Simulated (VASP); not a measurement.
# P (Pm-3m) in VASP: relaxation of shape and atoms at fixed volume with PBE+D3(BJ)

Aim: the relaxation of shape and atoms at fixed volume of P with PBE+D3(BJ).

Program: VASP 6.6.1. These are calculated values, not measurements. Logs are shortened: lines on timing, memory, paths and dates and some standing lists are left out, and cuts for length are marked.

## Step 1: The cell of the first run

It takes space group Pm-3m (No. 221, cubic). Conventional cell: a = 2.426 Å, b = 2.426 Å, c = 2.426 Å, α = 90.00°, β = 90.00°, γ = 90.00°. Within 3.2 Å of P (site symmetry m-3m) lie 6 P at 2.43 Å.

This isn't the form of P at room conditions, which is orthorhombic.

## Step 2: Relaxation of shape and atoms at fixed volume, PBE+D3(BJ) (14.28 Å³/atom)

Contents of INCAR:

```
PREC = Accurate
ENCUT = 600
EDIFF = 1E-7
ISMEAR = -1
SIGMA = 0.15
LREAL = F
LASPH = T
NELM = 80
ALGO = Normal
ISIF = 4
LWAVE = F
LCHARG = F
GGA = PE
IVDW = 12
IBRION = 2
NSW = 80
EDIFFG = -0.001
```

Contents of KPOINTS:

```
regular mesh
0
Gamma
  20 20 20
```

Contents of POSCAR:

```
P
1.0
    2.4259603932      0.0000000000      0.0000000000
    0.0000000000      2.4259603932      0.0000000000
    0.0000000000      0.0000000000      2.4259810946
P
1
Direct
    0.0000000000      0.0000000000      0.0000000000
```

Potentials or basis: VASP PAW PBE potentials, release 64 (P).

Run with:

```
$ cat potpaw_PBE.64/P/POTCAR > POTCAR
$ mpirun -np 1 vasp_std > vasp.out
```

OUTCAR:

```text
PREC = Accurate
   ENCUT = 600
   EDIFF = 1E-7
   ISMEAR = -1
   LREAL = F
   LASPH = T
   NELM = 80
   ISIF = 4
   GGA = PE
   IVDW = 12
   IBRION = 2
   NSW = 80
   EDIFFG = -0.001
 IVDW          = 12

 ion  position               nearest neighbor table
   1  0.000  0.000  0.000-

  LATTYP: Found a simple cubic cell.
 ALAT       =     2.4259603932

  Lattice vectors:

 A1 = (   2.4259603932,   0.0000000000,   0.0000000000)
 A2 = (   0.0000000000,   2.4259603932,   0.0000000000)
 A3 = (   0.0000000000,   0.0000000000,   2.4259810946)

Analysis of symmetry for initial positions (statically):
=====================================================================
 Subroutine PRICEL returns:
 Original cell was already a primitive cell.

 Routine SETGRP: Setting up the symmetry group for a
 simple cubic supercell.

 Subroutine GETGRP returns: Found 48 space group operations
 (whereof 48 operations were pure point group operations)
 out of a pool of 48 trial point group operations.

The static configuration has the point symmetry O_h .

Analysis of symmetry for dynamics (positions and initial velocities):
=====================================================================
 Subroutine PRICEL returns:
 Original cell was already a primitive cell.

 Routine SETGRP: Setting up the symmetry group for a
 simple cubic supercell.

 Subroutine GETGRP returns: Found 48 space group operations
 (whereof 48 operations were pure point group operations)
 out of a pool of 48 trial point group operations.

The dynamic configuration has the point symmetry O_h .

 Subroutine INISYM returns: Found 48 space group operations
 (whereof 48 operations are pure point group operations),
 and found     1 'primitive' translations

----------------------------------------------------------------------------------------

                                     Primitive cell

  volume of cell :      14.2776

  direct lattice vectors                    reciprocal lattice vectors
     2.425960393  0.000000000  0.000000000     0.412207884  0.000000000  0.000000000
     0.000000000  2.425960393  0.000000000     0.000000000  0.412207884  0.000000000
     0.000000000  0.000000000  2.425981095     0.000000000  0.000000000  0.412204366

  length of vectors
     2.425960393  2.425960393  2.425981095     0.412207884  0.412207884  0.412204366

  position of ions in fractional coordinates (direct lattice)
     0.000000000  0.000000000  0.000000000

  ion indices of the primitive-cell ions
   primitive index   ion index
                 1           1

----------------------------------------------------------------------------------------

 KPOINTS: regular mesh

Automatic generation of k-mesh.
 Grid dimensions read from file:
 generate k-points for:   20   20   20

 Generating k-lattice:

  Cartesian coordinates                     Fractional coordinates (reciprocal lattice)
     0.020610394  0.000000000  0.000000000     0.050000000  0.000000000  0.000000000
     0.000000000  0.020610394  0.000000000     0.000000000  0.050000000  0.000000000
     0.000000000  0.000000000  0.020610218     0.000000000  0.000000000  0.050000000

  Length of vectors
     0.020610394  0.020610394  0.020610218

  Shift w.r.t. Gamma in fractional coordinates (k-lattice)
     0.000000000  0.000000000  0.000000000

 Subroutine IBZKPT returns following result:
 ===========================================

 Found    286 irreducible k-points:

 Following reciprocal coordinates:
            Coordinates               Weight
  0.000000  0.000000  0.000000      1.000000
  0.050000  0.000000  0.000000      6.000000
  0.100000  0.000000  0.000000      6.000000
  0.150000  0.000000  0.000000      6.000000
  0.200000  0.000000  0.000000      6.000000
  0.250000  0.000000  0.000000      6.000000
[... 16 lines left out ...]
  0.150000  0.100000  0.000000     24.000000
  0.200000  0.100000  0.000000     24.000000
 [... further k-points ...]
   k-points           NKPTS =    286   k-points in BZ     NKDIM =    286   number of bands    NBANDS=      6
   number of dos      NEDOS =    301   number of ions     NIONS =      1
   total plane-waves  NPLWV =   8000
   dimension x,y,z NGX =    20 NGY =   20 NGZ =   20
   dimension x,y,z NGXF=    40 NGYF=   40 NGZF=   40
   ions per type =               1
   NGX,Y,Z   is equivalent  to a cutoff of  13.71, 13.71, 13.71 a.u.
   NGXF,Y,Z  is equivalent  to a cutoff of  27.41, 27.41, 27.41 a.u.
 SYSTEM =  unknown system
   PREC   = accura    normal or accurate (medium, high low for compatibility)
   ISTART =      0    job   : 0-new  1-cont  2-samecut
   ICHARG =      2    charge: 1-file 2-atom 10-const
   ISPIN  =      1    spin polarized calculation?
   LNONCOLLINEAR =      F non collinear calculations
   LSORBIT =      F    spin-orbit coupling
   LASPH  =      T    aspherical Exc in radial PAW
   ENCUT  =  600.0 eV  44.10 Ry    6.64 a.u.   4.85  4.85  4.85*2*pi/ulx,y,z
   NELM   =     80;   NELMIN=  2; NELMDL= -5     # of ELM steps
   EDIFF  = 0.1E-06   stopping-criterion for ELM
   LREAL  =      F    real-space projection
   EDIFFG = -.1E-02   stopping-criterion for IOM
   NSW    =     80    number of steps for IOM
   IBRION =      2    ionic relax: 0-MD 1-quasi-New 2-CG
   NFREE  =      1    steps in history (QN), initial steepest desc. (CG)
   ISIF   =      4    stress and relaxation
   ISYM   =      2    0-nonsym 1-usesym 2-fastsym
   POTIM  = 0.5000    time-step for ionic-motion
   TEBEG  =    0.0;   TEEND  =   0.0 temperature during run
   PSTRESS=    0.0 pullay stress
   NELECT =       5.0000    total number of electrons
   NUPDOWN=      -1.0000    fix difference up-down
   EMIN   =  10.00;   EMAX   =-10.00  energy-range for DOS
   EFERMI =   0.00;   METHOD = LEGACY
   ISMEAR =    -1;   SIGMA  =   0.15  broadening in eV -4-tet -1-fermi 0-gaus
   EFERMI_NEDOS =   21; number of points for ismear=-14 and -15
   IALGO  =     38    algorithm
   IMIX   =      4    mixing-type and parameters
     AMIX     =   0.40;   BMIX     =  1.00
     AMIX_MAG =   1.60;   BMIX_MAG =  1.00
  volume/ion in A,a.u.               =      14.28        96.35
  Fermi-wavevector in a.u.,A,eV,Ry     =   1.153931  2.180614 18.116934  1.331557
  Thomas-Fermi vector in A             =   2.290571
   LORBIT       =      0    0 simple, 1 ext, 2 COOP (PROOUT), +10 PAW based schemes
   GGA     = PE    functional components
   LHFCALC =     F    Hartree Fock is set to
   AEXX    =    0.0000 exact exchange contribution
   IVDW    =    12    specifies the selected vdW correction
   LEPSILON=     F    determine dielectric tensor
   LRPA    =     F    only Hartree local field effects (RPA)
 conjugate gradient relaxation of ions
 non-spin polarized calculation
  energy-cutoff  :      600.00
  volume of cell :       14.28
 maximum number of plane-waves:       493
 NGX is ok and might be reduce to    20
   NGX =  9   NGY =  9   NGZ =  9

 number of electron       4.9999995 magnetization

 Free energy of the ion-electron system (eV)
  ---------------------------------------------------
  ext. energy  EPLUGINS =         0.00000000
  ---------------------------------------------------
  free energy    TOTEN  =        -5.28041067 eV

  energy without entropy =       -5.25615177  energy(sigma->0) =       -5.26828122

 E-fermi :  10.0267     XC(G=0): -11.3650

 val. band max:       10.0238106339   @ k =   0.2000   0.2000   0.1500
 cond. band min:      10.0296497674   @ k =   0.2500   0.2000   0.0500
 fundamental gap:      0.0058391335
 Fermi energy:        10.0266610275

 k-point     1 :       0.0000    0.0000    0.0000
  band No.  band energies     occupation
      1      -6.7757      2.00000
      2      15.0534      0.00000
      3      15.0537      0.00000
      4      15.0537      0.00000
      5      16.7030      0.00000
      6      16.7031      0.00000

 k-point     2 :       0.0500    0.0000    0.0000
  band No.  band energies     occupation
      1      -6.7177      2.00000
      2      13.8214      0.00000
      3      15.0993      0.00000
      4      15.0996      0.00000
      5      16.7493      0.00000
      6      17.8667      0.00000

 k-point     3 :       0.1000    0.0000    0.0000
  band No.  band energies     occupation
      1      -6.5441      2.00000
      2      12.0238      0.00000
      3      15.2360      0.00000
      4      15.2364      0.00000
      5      16.8866      0.00000
      6      19.4234      0.00000

 k-point     4 :       0.1500    0.0000    0.0000
  band No.  band energies     occupation
      1      -6.2560      2.00000
      2      10.2143      0.44497
      3      15.4610      0.00000
      4      15.4613      0.00000
      5      17.1102      0.00000
      6      20.7614      0.00000

 k-point     5 :       0.2000    0.0000    0.0000
  band No.  band energies     occupation
      1      -5.8562      2.00000
      2       8.4592      1.99994
      3      15.7687      0.00000
      4      15.7690      0.00000
      5      17.4113      0.00000
      6      21.8418      0.00000

 k-point     6 :       0.2500    0.0000    0.0000
  band No.  band energies     occupation
      1      -5.3491      2.00000
      2       6.7860      2.00000
      3      16.1496      0.00000
      4      16.1500      0.00000
      5      17.7752      0.00000
      6      22.7615      0.00000

 k-point     7 :       0.3000    0.0000    0.0000
  band No.  band energies     occupation
      1      -4.7429      2.00000
      2       5.2152      2.00000
      3      16.5872      0.00000
      4      16.5876      0.00000
      5      18.1790      0.00000
      6      23.6259      0.00000

 k-point     8 :       0.3500    0.0000    0.0000
  band No.  band energies     occupation
      1      -4.0545      2.00000
      2       3.7709      2.00000
      3      17.0522      0.00000
      4      17.0525      0.00000
      5      18.5880      0.00000
      6      24.4961      0.00000
[... 91 lines left out ...]
 k-point    19 :       0.4000    0.0500    0.0000
  band No.  band energies     occupation
      1      -3.2660      2.00000
      2       2.5500      2.00000
      3      16.4102      0.00000
      4      17.5369      0.00000
      5      19.8759      0.00000
      6      24.0141      0.00000

 k-point    20 :       0.4500    0.0500    0.0000
  band No.  band energies     occupation
      1      -2.6027      2.00000
      2       1.5605      2.00000
      3      16.7463      0.00000
      4      17.8712      0.00000
      5      20.1603      0.00000
      6      23.4781      0.00000

 k-point    21 :       0.5000    0.0500    0.0000
  band No.  band energies     occupation
      1      -2.2944      2.00000
      2       1.1433      2.00000
      3      16.8747      0.00000
      4      17.9994      0.00000
      5      20.2682      0.00000
      6      23.2607      0.00000

 k-point    22 :       0.1000    0.1000    0.0000
  band No.  band energies     occupation
      1      -6.3125      2.00000
      2      11.7607      0.00002
      3      12.7972      0.00000
      4      15.4182      0.00000
      5      18.4403      0.00000
      6      20.8179      0.00000

 k-point    23 :       0.1500    0.1000    0.0000
  band No.  band energies     occupation
      1      -6.0247      2.00000
      2      10.3199      0.24802
      3      12.6853      0.00000
      4      15.6425      0.00000
      5      18.8574      0.00000
      6      22.1156      0.00000

 k-point    24 :       0.2000    0.1000    0.0000
  band No.  band energies     occupation
      1      -5.6251      2.00000
      2       8.6257      1.99982
      3      12.9603      0.00000
      4      15.9493      0.00000
      5      19.2381      0.00000
      6      23.2027      0.00000

 [... further k-points ...]

------------------------ aborting loop because EDIFF is reached ----------------------------------------

 Edisp (eV)   -0.49486

 E8    (eV) :    -0.1870

  FORCE on cell =-STRESS in cart. coord.  units (eV):
  Direction    XX          YY          ZZ          XY          YZ          ZX
  --------------------------------------------------------------------------------------
  -------------------------------------------------------------------------------------
  Total      -0.23754    -0.23754    -0.23754     0.00000    -0.00000     0.00000
  in kB     -26.65561   -26.65561   -26.65606     0.00000    -0.00000     0.00000
  external pressure =      -26.66 kB  Pullay stress =        0.00 kB

 VOLUME and BASIS-vectors are now :
 -----------------------------------------------------------------------------
  energy-cutoff  :      600.00
  volume of cell :       14.28
      direct lattice vectors                 reciprocal lattice vectors
     2.425960393  0.000000000  0.000000000     0.412207884  0.000000000  0.000000000
     0.000000000  2.425960393  0.000000000     0.000000000  0.412207884  0.000000000
     0.000000000  0.000000000  2.425981095     0.000000000  0.000000000  0.412204366

 POSITION                                       TOTAL-FORCE (eV/Angst)
 -----------------------------------------------------------------------------------
      0.00000      0.00000      0.00000         0.000000      0.000000      0.000000
 -----------------------------------------------------------------------------------
    total drift:                                0.000000      0.000000      0.000000

  FREE ENERGIE OF THE ION-ELECTRON SYSTEM (eV)
  ---------------------------------------------------
  free  energy   TOTEN  =        -5.7752714262 eV

  energy  without entropy=       -5.7510125324  energy(sigma->0) =       -5.76314198

 reached required accuracy - stopping structural energy minimisation
```

Run time: 11 s. Hardware: 1 thread of AMD EPYC 9R45 (Zen 5), shared host; peak memory 0.12 GiB.

What came out:

| Quantity | Value |
| --- | --- |
| Free energy | -5.7753 eV |
| Pressure after relaxing | -2.7 GPa |
| Band gap on the k mesh | zero (an odd number of electrons rules out a gap without spin polarisation) |
| Dispersion energy per atom | -0.495 eV |

Final structure:
```
P
1.0
     2.42596    0.00000    0.00000
     0.00000    2.42596    0.00000
     0.00000    0.00000    2.42598
P
1
Direct
  0.00000 0.00000 0.00000
```
